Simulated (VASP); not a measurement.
# CaS (Fm-3m) in VASP: single point with PBE

Aim: the single point of CaS with PBE.

All numbers are computed with VASP 6.6.1; they aren't measurements. Logs are shortened: lines on timing, memory, paths and dates and some standing lists are left out, and cuts for length are marked.

## 1. The cell of the first run

Symmetry: Fm-3m, No. 225, cubic system. The conventional cell has a = 5.762 Å, b = 5.762 Å, c = 5.762 Å, α = 90.00°, β = 90.00°, γ = 90.00°. Ca (site symmetry m-3m) has 6 S at 2.88 Å within 3.8 Å. Within 3.8 Å of S (site symmetry m-3m) lie 6 Ca at 2.88 Å.

## 2. Single point, PBE

POSCAR reads:

```
CaS
1.0
    0.0000000000      2.8812400000      2.8812400000
    2.8812400000      0.0000000000      2.8812400000
    2.8812400000      2.8812400000      0.0000000000
Ca S
1 1
Direct
    0.0000000000      0.0000000000      0.0000000000
    0.5000000000      0.5000000000      0.5000000000
```

INCAR.step1 reads:

```
SYSTEM = CaS
PREC     = Accurate       ! precision mode
ENCUT    = 400            ! plane-wave cutoff, eV
EDIFF    = 1E-6           ! SCF threshold, eV
ISMEAR   = 0              ! smearing method
SIGMA    = 0.0526         ! smearing width, eV
LREAL    = .FALSE.        ! projectors in reciprocal space
LASPH    = .TRUE.         ! aspherical terms in the spheres
NELM     = 120            ! most SCF steps
ALGO     = Normal         ! electronic algorithm
ISIF     = 2              ! what is computed and relaxed
LWAVE    = .FALSE.        ! write WAVECAR
LCHARG   = .TRUE.         ! write CHGCAR
GGA      = PE             ! functional
NBANDS   = 15             ! bands
GGA_COMPAT= .FALSE.      
NEDOS    = 2001           ! points of the DOS
LORBIT   = 11             ! projections on sites
```

KPOINTS.step1 reads:

```
regular mesh
0
G
  8 8 8
  0 0 0
```

INCAR.step2 reads:

```
SYSTEM = CaS
PREC     = Accurate       ! precision mode
ENCUT    = 400            ! plane-wave cutoff, eV
EDIFF    = 1E-6           ! SCF threshold, eV
ISMEAR   = -5             ! smearing method
SIGMA    = 0.0526         ! smearing width, eV
LREAL    = .FALSE.        ! projectors in reciprocal space
LASPH    = .TRUE.         ! aspherical terms in the spheres
NELM     = 120            ! most SCF steps
ALGO     = Normal         ! electronic algorithm
ISIF     = 2              ! what is computed and relaxed
LWAVE    = .FALSE.        ! write WAVECAR
LCHARG   = .FALSE.        ! write CHGCAR
GGA      = PE             ! functional
LORBIT   = 11             ! projections on sites
NBANDS   = 15             ! bands
NEDOS    = 2001           ! points of the DOS
ICHARG   = 11             ! starting density
GGA_COMPAT= .FALSE.
```

KPOINTS.step2 reads:

```
regular mesh
0
G
  12 12 12
  0 0 0
```

Potentials or basis: VASP PAW PBE potentials, release 64 (Ca_sv, S).

Launch:

```bash
$ cat potpaw_PBE.64/Ca_sv/POTCAR potpaw_PBE.64/S/POTCAR > POTCAR
$ cp INCAR.step1 INCAR
$ cp KPOINTS.step1 KPOINTS
$ mpirun -np 1 vasp_std > vasp.out
$ cp INCAR.step2 INCAR
$ cp KPOINTS.step2 KPOINTS
$ mpirun -np 1 vasp_std > vasp.out
```

OUTCAR:

```text
SYSTEM = CaS
   PREC = Accurate
   ENCUT = 400
   EDIFF = 1E-6
   ISMEAR = -5
   LREAL = .FALSE.
   LASPH = .TRUE.
   NELM = 120
   ISIF = 2
   GGA = PE
   LORBIT = 11
   ICHARG = 11

 ion  position               nearest neighbor table
   1  0.000  0.000  0.000-   2 2.88   2 2.88   2 2.88   2 2.88   2 2.88   2 2.88
   2  0.500  0.500  0.500-   1 2.88   1 2.88   1 2.88   1 2.88   1 2.88   1 2.88

  LATTYP: Found a face centered cubic cell.
 ALAT       =     5.7624800000

  Lattice vectors:

 A1 = (   0.0000000000,   2.8812400000,   2.8812400000)
 A2 = (   2.8812400000,   0.0000000000,   2.8812400000)
 A3 = (   2.8812400000,   2.8812400000,   0.0000000000)

Analysis of symmetry for initial positions (statically):
=====================================================================
 Subroutine PRICEL returns:
 Original cell was already a primitive cell.

 Routine SETGRP: Setting up the symmetry group for a
 face centered cubic supercell.

 Subroutine GETGRP returns: Found 48 space group operations
 (whereof 48 operations were pure point group operations)
 out of a pool of 48 trial point group operations.

The static configuration has the point symmetry O_h .

Analysis of symmetry for dynamics (positions and initial velocities):
=====================================================================
 Subroutine PRICEL returns:
 Original cell was already a primitive cell.

 Routine SETGRP: Setting up the symmetry group for a
 face centered cubic supercell.

 Subroutine GETGRP returns: Found 48 space group operations
 (whereof 48 operations were pure point group operations)
 out of a pool of 48 trial point group operations.

The dynamic configuration has the point symmetry O_h .

 Subroutine INISYM returns: Found 48 space group operations
 (whereof 48 operations are pure point group operations),
 and found     1 'primitive' translations

----------------------------------------------------------------------------------------

                                     Primitive cell

  volume of cell :      47.8375

  direct lattice vectors                    reciprocal lattice vectors
     0.000000000  2.881240000  2.881240000    -0.173536394  0.173536394  0.173536394
     2.881240000  0.000000000  2.881240000     0.173536394 -0.173536394  0.173536394
     2.881240000  2.881240000  0.000000000     0.173536394  0.173536394 -0.173536394

  length of vectors
     4.074688684  4.074688684  4.074688684     0.300573851  0.300573851  0.300573851

  position of ions in fractional coordinates (direct lattice)
     0.000000000  0.000000000  0.000000000
     0.500000000  0.500000000  0.500000000

[... 97 lines left out ...]
     AMIX     =   0.40;   BMIX     =  1.00
     AMIX_MAG =   1.60;   BMIX_MAG =  1.00
  volume/ion in A,a.u.               =      23.92       161.41
  Fermi-wavevector in a.u.,A,eV,Ry     =   1.136385  2.147456 17.570159  1.291370
  Thomas-Fermi vector in A             =   2.273090
   LORBIT       =     11    0 simple, 1 ext, 2 COOP (PROOUT), +10 PAW based schemes
   GGA     = PE    functional components
   LHFCALC =     F    Hartree Fock is set to
   AEXX    =    0.0000 exact exchange contribution
   IVDW    =     0    specifies the selected vdW correction
   LEPSILON=     F    determine dielectric tensor
   LRPA    =     F    only Hartree local field effects (RPA)
 non-spin polarized calculation
 Fermi weights with tetrahedron method with Bloechl corrections
  energy-cutoff  :      400.00
  volume of cell :       47.84
 maximum number of plane-waves:       893

 number of electron      15.9999994 magnetization

 Free energy of the ion-electron system (eV)
  ---------------------------------------------------
  ext. energy  EPLUGINS =         0.00000000
  ---------------------------------------------------
  free energy    TOTEN  =       -10.36057878 eV

  energy without entropy =      -10.36057878  energy(sigma->0) =      -10.36057878

 E-fermi :   2.4870     XC(G=0):  -9.1640

 val. band max:        2.4832303326   @ k =   0.0000   0.0000   0.0000
 cond. band min:       4.9149796380   @ k =   0.5000   0.5000   0.0000
 fundamental gap:      2.4317493054
 Fermi energy:         2.4869968004

 k-point     1 :       0.0000    0.0000    0.0000
  band No.  band energies     occupation
      1     -36.8401      2.00000
      2     -17.8151      2.00000
      3     -17.8151      2.00000
      4     -17.8151      2.00000
      5      -8.7293      2.00000
      6       2.4832      2.00000
      7       2.4832      2.00000
      8       2.4832      2.00000
      9       6.4130      0.00000
     10       6.6483      0.00000
     11       6.6483      0.00000
     12       6.6483      0.00000
     13       7.2123      0.00000
     14       7.2123      0.00000
[... 401 lines left out ...]
      2     -17.9396      2.00000
      3     -17.8486      2.00000
      4     -17.8312      2.00000
      5      -8.0100      2.00000
      6      -0.2091      2.00000
      7       1.1616      2.00000
      8       1.4066      2.00000
      9       7.5158      0.00000
     10       8.0615      0.00000
     11       8.4512      0.00000
     12       9.0701      0.00000
     13       9.7423      0.00000
     14      10.0787      0.00000
     15      11.5790      0.00000

 [... further k-points ...]

------------------------ aborting loop because EDIFF is reached ----------------------------------------

  FORCE on cell =-STRESS in cart. coord.  units (eV):
  Direction    XX          YY          ZZ          XY          YZ          ZX
  --------------------------------------------------------------------------------------
  -------------------------------------------------------------------------------------
  Total       -0.3840686     -0.3840686     -0.3840686      0.0000000      0.0000000      0.0000000
  in kB      -12.8632606    -12.8632606    -12.8632606      0.0000000      0.0000000      0.0000000
  external PRESSURE =     -12.8632606 kB  Pullay stress =       0.0000000 kB

 VOLUME and BASIS-vectors are now :
 -----------------------------------------------------------------------------
  energy-cutoff  :      400.00
  volume of cell :       47.84
      direct lattice vectors                 reciprocal lattice vectors
     0.000000000  2.881240000  2.881240000    -0.173536394  0.173536394  0.173536394
     2.881240000  0.000000000  2.881240000     0.173536394 -0.173536394  0.173536394
     2.881240000  2.881240000  0.000000000     0.173536394  0.173536394 -0.173536394

 POSITION                                       TOTAL-FORCE (eV/Angst)
 -----------------------------------------------------------------------------------
      0.00000      0.00000      0.00000        -0.000000      0.000000     -0.000000
      2.88124      2.88124      2.88124         0.000000      0.000000      0.000000
 -----------------------------------------------------------------------------------
    total drift:                                0.000000      0.000000      0.000000

  FREE ENERGIE OF THE ION-ELECTRON SYSTEM (eV)
  ---------------------------------------------------
  free  energy   TOTEN  =       -10.3605787763 eV

  energy  without entropy=      -10.3605787763  energy(sigma->0) =      -10.36057878

 total charge

# of ion       s       p       d       tot
------------------------------------------
    1        2.030   5.853   0.228   8.111
    2        1.314   2.461   0.000   3.774
--------------------------------------------------
tot          3.344   8.314   0.228  11.885
```

OSZICAR.step1:

```text
N       E                     dE             d eps       ncg     rms          rms(c)
DAV:   1     0.929469212312E+02    0.92947E+02   -0.66183E+03   870   0.820E+02
DAV:   2    -0.674750999287E+01   -0.99694E+02   -0.95187E+02  1101   0.224E+02
DAV:   3    -0.104541793805E+02   -0.37067E+01   -0.36818E+01  1144   0.427E+01
DAV:   4    -0.106230877793E+02   -0.16891E+00   -0.16880E+00  1282   0.802E+00
DAV:   5    -0.106255953876E+02   -0.25076E-02   -0.25076E-02  1138   0.897E-01    0.501E+00
DAV:   6    -0.103583872220E+02    0.26721E+00   -0.41950E-01  1038   0.330E+00    0.333E+00
DAV:   7    -0.103531697063E+02    0.52175E-02   -0.10992E-01  1120   0.201E+00    0.180E+00
DAV:   8    -0.103607260773E+02   -0.75564E-02   -0.21366E-02   976   0.115E+00    0.362E-01
DAV:   9    -0.103602283165E+02    0.49776E-03   -0.11388E-03  1087   0.307E-01    0.936E-02
DAV:  10    -0.103605293301E+02   -0.30101E-03   -0.33163E-04  1121   0.125E-01    0.282E-02
DAV:  11    -0.103605724036E+02   -0.43073E-04   -0.78331E-05  1010   0.699E-02    0.233E-02
DAV:  12    -0.103605722273E+02    0.17623E-06   -0.42196E-06  1130   0.143E-02
   1 F= -.10360572E+02 E0= -.10360572E+02  d E =-.181531E-10
```

Wall time 39 s (1 thread of AMD EPYC 7R43 (Zen 3), shared host); peak memory 0.13 GiB.

Results:

```yaml
Valence_electrons_inside_the_program's_atomic_spheres: Ca 8.11; S 3.77
```
